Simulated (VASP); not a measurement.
Si16Ge (a cell with a defect): single point with PBEsol

System: Si16Ge (a cell with a defect).

```
CELL_PARAMETERS angstrom
0.00000 5.43000 5.43000
5.43000 0.00000 5.43000
5.43000 5.43000 0.00000
ATOMIC_POSITIONS crystal
Si 0.00022 0.00088 0.99789
Si 0.12012 0.12098 0.12921
Si 0.00031 0.00097 0.50053
Si 0.12477 0.12514 0.62489
Si 0.98818 0.50406 0.00356
Si 0.12012 0.62956 0.12919
Si 0.00030 0.49812 0.50051
Si 0.12016 0.62966 0.62043
Si 0.50318 0.98931 0.00342
Si 0.62889 0.12095 0.12906
Si 0.49777 0.00086 0.50040
Si 0.62899 0.12097 0.62038
Si 0.50316 0.50393 0.00340
Si 0.62428 0.62543 0.12464
Si 0.50328 0.50403 0.48853
Si 0.62898 0.62953 0.62038
Ge 0.37426 0.37545 0.87462
```

```
Program             : VASP 6.6.1
Task                : single point
Functional          : PBEsol
Potentials or basis : VASP PAW PBE potentials, release 64 (Si, Ge_d)
Cutoff              : 520 eV
k mesh              : 2 × 2 × 2
Occupations         : fermi-dirac, width 0.05 eV
Spin                : no spin polarisation
```

```json
{
  "Pressure": "4.8 GPa",
  "Largest force": "0.006 eV/Å",
  "Band gap on the k mesh": "zero (bands 39 and 40 overlap by 0.31 eV)"
}
```

Forces on the atoms (eV/Å):
```
Si  -0.001 -0.001  0.001
Si   0.000 -0.001  0.003
Si   0.001  0.000  0.001
Si   0.000  0.001  0.000
Si  -0.002  0.002  0.002
Si  -0.004 -0.002 -0.001
Si  -0.001  0.000 -0.001
Si   0.000  0.003  0.000
Si   0.000 -0.001  0.000
Si   0.000 -0.005 -0.001
Si   0.001 -0.001 -0.002
Si   0.004 -0.002  0.000
Si   0.000 -0.001  0.000
Si   0.000  0.006  0.002
Si   0.002  0.001 -0.002
Si   0.001 -0.002 -0.004
Ge   0.000  0.002  0.001
```

Levels at points of the mesh, in eV from the Fermi level:
```csv
k point,band 36,band 37,band 38,band 39,band 40,band 41,band 42,band 43
"(0.00, 0.00, 0.00)",-0.70,-0.70,-0.69,-0.21,-0.21,-0.21,0.03,0.03
"(0.50, 0.00, 0.00)",-1.42,-1.36,-1.36,-0.28,0.56,0.56,0.89,0.89
"(0.00, 0.50, 0.00)",-1.42,-1.36,-1.36,-0.28,0.55,0.56,0.89,0.89
"(0.00, 0.00, 0.50)",-1.42,-1.36,-1.36,-0.28,0.55,0.56,0.89,0.89
"(0.50, 0.50, 0.50)",-1.42,-1.36,-1.36,-0.28,0.55,0.56,0.89,0.89
"(0.50, 0.50, 0.00)",-1.97,-1.80,-1.23,0.10,0.84,1.09,1.09,1.09
"(0.00, 0.50, 0.50)",-1.97,-1.80,-1.23,0.10,0.84,1.09,1.09,1.09
"(0.50, 0.00, 0.50)",-1.97,-1.80,-1.23,0.10,0.84,1.09,1.09,1.10
```

Wall time 7.8 min on 1 thread of Intel Xeon 8259CL, on a shared host, peak memory 0.5 GiB.

Caveat: the k points lie up to 0.50 Å⁻¹ apart; the PAW data sets were made with another functional, which shifts forces and pressure a little.
